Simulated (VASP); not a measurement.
# ZnS (P6_3mc) in VASP: a series of runs

The runs below take ZnS through single point, with PBE, PBE-based global hybrid with 20 % exact exchange.

All numbers are computed with VASP 6.6.1; they aren't measurements. Logs are shortened: lines on timing, memory, paths and dates and some standing lists are left out, and cuts for length are marked.

## Step 1: The cell of the first run

Symmetry: P6_3mc, No. 186, hexagonal system. The conventional cell has a = 3.807 Å, b = 3.807 Å, c = 6.248 Å, α = 90.00°, β = 90.00°, γ = 120.00°. Zn (site symmetry 3m) has 4 S at 2.33 to 2.34 Å within 3.1 Å. S (site symmetry 3m) has 4 Zn at 2.33 to 2.34 Å within 3.1 Å.

## Step 2: Single point, PBE

INCAR

```
  ALGO = Normal
  EDIFF = 1E-6
  ENCUT = 520
  GGA = PE
  ISIF = 2
  ISMEAR = 0
  LASPH = True
  LCHARG = False
  LREAL = False
  LWAVE = False
  NBANDS = 26
  NELM = 60
  PREC = Accurate
  SIGMA = 0.05
```

KPOINTS

```
k-points
0
Gamma
  4 4 2
```

POSCAR

```
ZnS
1.0
    3.8068506073      0.0000000000      0.0000000000
   -1.9034253037      3.2968293343      0.0000000000
    0.0000000000      0.0000000000      6.2475893693
Zn S
2 2
Direct
    0.3333333333      0.6666666667      0.0054009072
    0.6666666667      0.3333333333      0.5054009072
    0.3333333333      0.6666666667      0.3795990928
    0.6666666667      0.3333333333      0.8795990928
```

Potentials or basis: VASP PAW PBE potentials, release 64 (Zn, S).

Started as:

```console
cat potpaw_PBE.64/Zn/POTCAR potpaw_PBE.64/S/POTCAR > POTCAR
mpirun -np 1 vasp_std > vasp.out
```

OUTCAR:

```text
EDIFF = 1E-6
   ENCUT = 520
   GGA = PE
   ISIF = 2
   ISMEAR = 0
   LASPH = True
   LREAL = False
   NELM = 60
   PREC = Accurate

 ion  position               nearest neighbor table
   1  0.333  0.667  0.005-   4 2.33   4 2.33   4 2.33   3 2.34
   2  0.667  0.333  0.505-   3 2.33   3 2.33   3 2.33   4 2.34
   3  0.333  0.667  0.380-   2 2.33   2 2.33   2 2.33   1 2.34
   4  0.667  0.333  0.880-   1 2.33   1 2.33   1 2.33   2 2.34

  LATTYP: Found a hexagonal cell.
 ALAT       =     3.8068506073
 C/A-ratio  =     1.6411438256

  Lattice vectors:

 A1 = (   3.8068506073,   0.0000000000,   0.0000000000)
 A2 = (  -1.9034253037,   3.2968293343,   0.0000000000)
 A3 = (   0.0000000000,   0.0000000000,   6.2475893693)

Analysis of symmetry for initial positions (statically):
=====================================================================
 Subroutine PRICEL returns:
 Original cell was already a primitive cell.

 Routine SETGRP: Setting up the symmetry group for a
 hexagonal supercell.

 Subroutine GETGRP returns: Found 12 space group operations
 (whereof  6 operations were pure point group operations)
 out of a pool of 24 trial point group operations.

The static configuration has the point symmetry C_3v.
 The point group associated with its full space group is C_6v.

Analysis of symmetry for dynamics (positions and initial velocities):
=====================================================================
 Subroutine PRICEL returns:
 Original cell was already a primitive cell.

 Routine SETGRP: Setting up the symmetry group for a
 hexagonal supercell.

 Subroutine GETGRP returns: Found 12 space group operations
 (whereof  6 operations were pure point group operations)
 out of a pool of 24 trial point group operations.

The dynamic configuration has the point symmetry C_3v.
 The point group associated with its full space group is C_6v.

 Subroutine INISYM returns: Found 12 space group operations
 (whereof  6 operations are pure point group operations),
 and found     1 'primitive' translations

----------------------------------------------------------------------------------------

                                     Primitive cell

  volume of cell :      78.4106

  direct lattice vectors                    reciprocal lattice vectors
     3.806850607  0.000000000  0.000000000     0.262684330  0.151660868  0.000000000
    -1.903425304  3.296829334  0.000000000     0.000000000  0.303321737  0.000000000
     0.000000000  0.000000000  6.247589369     0.000000000  0.000000000  0.160061736

  length of vectors
     3.806850607  3.806850607  6.247589369     0.303321737  0.303321737  0.160061736

  position of ions in fractional coordinates (direct lattice)
     0.333333333  0.666666667  0.005400907
     0.666666667  0.333333333  0.505400907
     0.333333333  0.666666667  0.379599093
     0.666666667  0.333333333  0.879599093

  ion indices of the primitive-cell ions
   primitive index   ion index
                 1           1
                 2           2
                 3           3
                 4           4

----------------------------------------------------------------------------------------

 KPOINTS: k-points

Automatic generation of k-mesh.
 Grid dimensions read from file:
 generate k-points for:    4    4    2

 Generating k-lattice:

  Cartesian coordinates                     Fractional coordinates (reciprocal lattice)
     0.065671082  0.037915217  0.000000000     0.250000000  0.000000000  0.000000000
     0.000000000  0.075830434  0.000000000     0.000000000  0.250000000  0.000000000
     0.000000000  0.000000000  0.080030868     0.000000000  0.000000000  0.500000000

  Length of vectors
     0.075830434  0.075830434  0.080030868

  Shift w.r.t. Gamma in fractional coordinates (k-lattice)
     0.000000000  0.000000000  0.000000000

 Subroutine IBZKPT returns following result:
 ===========================================

 Found      8 irreducible k-points:

 Following reciprocal coordinates:
            Coordinates               Weight
  0.000000  0.000000  0.000000      1.000000
  0.250000 -0.000000  0.000000      6.000000
  0.500000 -0.000000  0.000000      3.000000
  0.250000  0.250000  0.000000      6.000000
  0.000000  0.000000  0.500000      1.000000
  0.250000 -0.000000  0.500000      6.000000
  0.500000 -0.000000  0.500000      3.000000
  0.250000  0.250000  0.500000      6.000000
   k-points           NKPTS =      8   k-points in BZ     NKDIM =      8   number of bands    NBANDS=     26
   number of dos      NEDOS =    301   number of ions     NIONS =      4
   total plane-waves  NPLWV =  37632
   dimension x,y,z NGX =    28 NGY =   28 NGZ =   48
   dimension x,y,z NGXF=    56 NGYF=   56 NGZF=   96
   ions per type =               2   2
   NGX,Y,Z   is equivalent  to a cutoff of  12.23, 12.23, 12.77 a.u.
   NGXF,Y,Z  is equivalent  to a cutoff of  24.46, 24.46, 25.55 a.u.
 SYSTEM =  unknown system
   PREC   = accura    normal or accurate (medium, high low for compatibility)
   ISTART =      0    job   : 0-new  1-cont  2-samecut
   ICHARG =      2    charge: 1-file 2-atom 10-const
   ISPIN  =      1    spin polarized calculation?
   LNONCOLLINEAR =      F non collinear calculations
   LSORBIT =      F    spin-orbit coupling
   LASPH  =      T    aspherical Exc in radial PAW
   ENCUT  =  520.0 eV  38.22 Ry    6.18 a.u.   7.08  7.08 11.62*2*pi/ulx,y,z
   NELM   =     60;   NELMIN=  2; NELMDL= -5     # of ELM steps
   EDIFF  = 0.1E-05   stopping-criterion for ELM
   LREAL  =      F    real-space projection
   EDIFFG = 0.1E-04   stopping-criterion for IOM
   NSW    =      0    number of steps for IOM
   IBRION =     -1    ionic relax: 0-MD 1-quasi-New 2-CG
   NFREE  =      0    steps in history (QN), initial steepest desc. (CG)
   ISIF   =      2    stress and relaxation
   ISYM   =      2    0-nonsym 1-usesym 2-fastsym
   POTIM  = 0.5000    time-step for ionic-motion
   TEBEG  =    0.0;   TEEND  =   0.0 temperature during run
   PSTRESS=    0.0 pullay stress
   NELECT =      36.0000    total number of electrons
   NUPDOWN=      -1.0000    fix difference up-down
   EMIN   =  10.00;   EMAX   =-10.00  energy-range for DOS
   EFERMI =   0.00;   METHOD = LEGACY
   ISMEAR =     0;   SIGMA  =   0.05  broadening in eV -4-tet -1-fermi 0-gaus
   EFERMI_NEDOS =   21; number of points for ismear=-14 and -15
   IALGO  =     38    algorithm
   IMIX   =      4    mixing-type and parameters
     AMIX     =   0.40;   BMIX     =  1.00
     AMIX_MAG =   1.60;   BMIX_MAG =  1.00
  volume/ion in A,a.u.               =      19.60       132.29
  Fermi-wavevector in a.u.,A,eV,Ry     =   1.262944  2.386618 21.701665  1.595027
  Thomas-Fermi vector in A             =   2.396326
   LORBIT       =      0    0 simple, 1 ext, 2 COOP (PROOUT), +10 PAW based schemes
   GGA     = PE    functional components
   LHFCALC =     F    Hartree Fock is set to
   AEXX    =    0.0000 exact exchange contribution
   IVDW    =     0    specifies the selected vdW correction
   LEPSILON=     F    determine dielectric tensor
   LRPA    =     F    only Hartree local field effects (RPA)
 non-spin polarized calculation
 Gauss-broadening in eV      SIGMA  =   0.05
  energy-cutoff  :      520.00
  volume of cell :       78.41
 maximum number of plane-waves:      2122
   NGX = 15   NGY = 15   NGZ = 23

 number of electron      35.9999993 magnetization

 Free energy of the ion-electron system (eV)
  ---------------------------------------------------
  ext. energy  EPLUGINS =         0.00000000
  ---------------------------------------------------
  free energy    TOTEN  =       -13.62800381 eV

  energy without entropy =      -13.62800381  energy(sigma->0) =      -13.62800381

 E-fermi :   2.4506     XC(G=0):  -9.6482

 val. band max:        2.1988841034   @ k =   0.0000   0.0000   0.0000
 cond. band min:       4.4058808894   @ k =   0.0000   0.0000   0.0000
 fundamental gap:      2.2069967860
 Fermi energy:         2.4506031169

 k-point     1 :       0.0000    0.0000    0.0000
  band No.  band energies     occupation
      1     -11.0125      2.00000
      2     -10.0696      2.00000
      3      -4.1850      2.00000
      4      -4.1693      2.00000
      5      -4.1693      2.00000
      6      -4.0863      2.00000
[... 18 lines left out ...]
     25       9.8864      0.00000
     26      11.4676      0.00000

 k-point     2 :       0.2500   -0.0000    0.0000
  band No.  band energies     occupation
      1     -10.6232      2.00000
      2      -9.8739      2.00000
      3      -4.1845      2.00000
      4      -4.1204      2.00000
      5      -4.1055      2.00000
      6      -4.0159      2.00000
[... 18 lines left out ...]
     25      10.7180      0.00000
     26      11.0545      0.00000

 k-point     3 :       0.5000   -0.0000    0.0000
  band No.  band energies     occupation
      1     -10.0805      2.00000
      2      -9.7538      2.00000
      3      -4.1603      2.00000
      4      -4.0658      2.00000
      5      -3.9461      2.00000
      6      -3.9243      2.00000
[... 18 lines left out ...]
     25      11.2648      0.00000
     26      13.7254      0.00000

 k-point     4 :       0.2500    0.2500    0.0000
  band No.  band energies     occupation
      1     -10.0993      2.00000
      2      -9.7444      2.00000
      3      -4.1394      2.00000
      4      -4.0319      2.00000
      5      -3.9351      2.00000
      6      -3.9327      2.00000
[... 18 lines left out ...]
     25      10.8015      0.00000
     26      11.7239      0.00000

 k-point     5 :       0.0000    0.0000    0.5000
  band No.  band energies     occupation
      1     -10.5822      2.00000
      2     -10.5822      2.00000
      3      -4.1604      2.00000
      4      -4.1604      2.00000
      5      -4.1355      2.00000
      6      -4.1355      2.00000
[... 18 lines left out ...]
     25       9.0210      0.00000
     26       9.0210      0.00000

 k-point     6 :       0.2500   -0.0000    0.5000
  band No.  band energies     occupation
      1     -10.2688      2.00000
      2     -10.2688      2.00000
      3      -4.1850      2.00000
      4      -4.1850      2.00000
      5      -4.0477      2.00000
      6      -4.0477      2.00000
[... 18 lines left out ...]
     25      10.2700      0.00000
     26      10.2700      0.00000

 k-point     7 :       0.5000   -0.0000    0.5000
  band No.  band energies     occupation
      1      -9.9078      2.00000
      2      -9.9078      2.00000
      3      -4.1712      2.00000
      4      -4.1712      2.00000
      5      -3.9689      2.00000
      6      -3.9689      2.00000
[... 18 lines left out ...]
     25      11.4160      0.00000
     26      11.4160      0.00000

 k-point     8 :       0.2500    0.2500    0.5000
  band No.  band energies     occupation
      1      -9.9140      2.00000
      2      -9.9140      2.00000
      3      -4.0979      2.00000
      4      -4.0979      2.00000
      5      -3.9832      2.00000
      6      -3.9832      2.00000
[... 18 lines left out ...]
     25      10.7224      0.00000
     26      10.7224      0.00000

------------------------ aborting loop because EDIFF is reached ----------------------------------------

  FORCE on cell =-STRESS in cart. coord.  units (eV):
  Direction    XX          YY          ZZ          XY          YZ          ZX
  --------------------------------------------------------------------------------------
  -------------------------------------------------------------------------------------
  Total        1.2663129      1.2663129      1.0576858     -0.0000000      0.0000000      0.0000000
  in kB       25.8747909     25.8747909     21.6118760     -0.0000000      0.0000000      0.0000000
  external PRESSURE =      24.4538192 kB  Pullay stress =       0.0000000 kB

 VOLUME and BASIS-vectors are now :
 -----------------------------------------------------------------------------
  energy-cutoff  :      520.00
  volume of cell :       78.41
      direct lattice vectors                 reciprocal lattice vectors
     3.806850607  0.000000000  0.000000000     0.262684330  0.151660868  0.000000000
    -1.903425304  3.296829334  0.000000000     0.000000000  0.303321737  0.000000000
     0.000000000  0.000000000  6.247589369     0.000000000  0.000000000  0.160061736

 POSITION                                       TOTAL-FORCE (eV/Angst)
 -----------------------------------------------------------------------------------
     -0.00000      2.19789      0.03374         0.000000     -0.000000      0.015325
      1.90343      1.09894      3.15754        -0.000000      0.000000      0.015325
     -0.00000      2.19789      2.37158         0.000000      0.000000     -0.015325
      1.90343      1.09894      5.49537        -0.000000     -0.000000     -0.015325
 -----------------------------------------------------------------------------------
    total drift:                               -0.000000     -0.000000     -0.000491

  FREE ENERGIE OF THE ION-ELECTRON SYSTEM (eV)
  ---------------------------------------------------
  free  energy   TOTEN  =       -13.6280038082 eV

  energy  without entropy=      -13.6280038082  energy(sigma->0) =      -13.62800381
```

Wall time 18 s (1 thread of Intel Xeon Platinum 8259CL at 2.50GHz (Skylake/Cascade Lake), shared host); peak memory 0.18 GiB.

Results:

- Free energy: -13.6280 eV
- Pressure: 2.4 GPa
- Largest force: 0.015 eV/Å
- Band gap on the k mesh: 2.21 eV

Forces in eV/Å, atoms in the order of the input:
```
Zn   0.000  0.000  0.015
Zn   0.000  0.000  0.015
S    0.000  0.000 -0.015
S    0.000  0.000 -0.015
```

Levels at points of the mesh, in eV from the valence-band top:
```
           k point  band 14  band 15  band 16  band 17  band 18  band 19  band 20  band 21  band 22  band 23
(0.00, 0.00, 0.00)    -0.90    -0.90    -0.08     0.00     0.00     2.21     3.10     6.30     6.30     6.56
(0.50, 0.00, 0.00)    -4.13    -3.29    -2.25    -1.70    -0.89     3.66     4.25     5.11     6.90     7.40
(0.00, 0.00, 0.50)    -2.88    -0.47    -0.47    -0.47    -0.47     3.56     3.56     6.76     6.76     6.76
(0.50, 0.00, 0.50)    -4.88    -1.64    -1.64    -1.62    -1.62     3.54     3.54     5.22     5.22     8.81
```

Caveat: the k points lie up to 0.50 Å⁻¹ apart.

## Step 3: Single point, PBE-based global hybrid with 20 % exact exchange

POSCAR is that of step 2.

INCAR.step1

```
SYSTEM = ZnS
PREC = Accurate
ENCUT = 520
EDIFF = 1E-5
ISMEAR = 0
SIGMA = 0.05
LREAL = .FALSE.
LASPH = .TRUE.
NELM = 100
ALGO = Normal
ISIF = 2
LWAVE = .TRUE.
LCHARG = .FALSE.
NBANDS = 26
GGA = PE
```

INCAR.step2

```
SYSTEM = ZnS
PREC = Accurate
ENCUT = 520
EDIFF = 1E-6
ISMEAR = 0
SIGMA = 0.05
LREAL = .FALSE.
LASPH = .TRUE.
NELM = 100
ALGO = Normal
ISIF = 2
LWAVE = .FALSE.
LCHARG = .FALSE.
GGA = PE
LHFCALC = .TRUE.
AEXX = 0.2
PRECFOCK = Normal
NBANDS = 26
ISTART = 1
```

KPOINTS

```
Automatic mesh
0
G
  4 4 2
  0 0 0
```

Potentials or basis: VASP PAW PBE potentials, release 64 (Zn, S).

Started as:

```console
cat potpaw_PBE.64/Zn/POTCAR potpaw_PBE.64/S/POTCAR > POTCAR
cp INCAR.step1 INCAR
mpirun -np 1 vasp_std > vasp.out
cp INCAR.step2 INCAR
mpirun -np 1 vasp_std > vasp.out
```

It took 18 min on 1 thread of Intel Xeon Platinum 8259CL at 2.50GHz (Skylake/Cascade Lake), shared host; peak memory 0.2 GiB.

Results (log left out):

```yaml
Free_energy: -17.0093 eV
Pressure: 1.5 GPa
Largest_force: 0.008 eV/Å
Band_gap_on_the_k_mesh: 3.77 eV
```

Forces on the atoms (eV/Å):
```
Zn   0.000  0.000  0.008
Zn   0.000  0.000  0.008
S    0.000  0.000 -0.008
S    0.000  0.000 -0.008
```

Stress tensor (GPa, compression positive):
```
1.64 0.00 0.00
0.00 1.64 0.00
0.00 0.00 1.19
```

Levels at points of the mesh, in eV from the valence-band top:
| k point | band 15 | band 16 | band 17 | band 18 | band 19 | band 20 | band 21 | band 22 |
| --- | --- | --- | --- | --- | --- | --- | --- | --- |
| (0.00, 0.00, 0.00) | -0.95 | -0.08 | 0.00 | 0.00 | 3.77 | 4.69 | 7.94 | 7.94 |
| (0.50, 0.00, 0.00) | -3.48 | -2.37 | -1.79 | -0.94 | 5.15 | 5.88 | 6.56 | 8.52 |
| (0.00, 0.00, 0.50) | -0.50 | -0.50 | -0.50 | -0.50 | 5.17 | 5.17 | 8.40 | 8.40 |
| (0.50, 0.00, 0.50) | -1.73 | -1.73 | -1.71 | -1.71 | 5.04 | 5.04 | 6.77 | 6.77 |

Caveat: the k points lie up to 0.50 Å⁻¹ apart; the PAW data sets were made with another functional, which shifts forces and pressure a little.
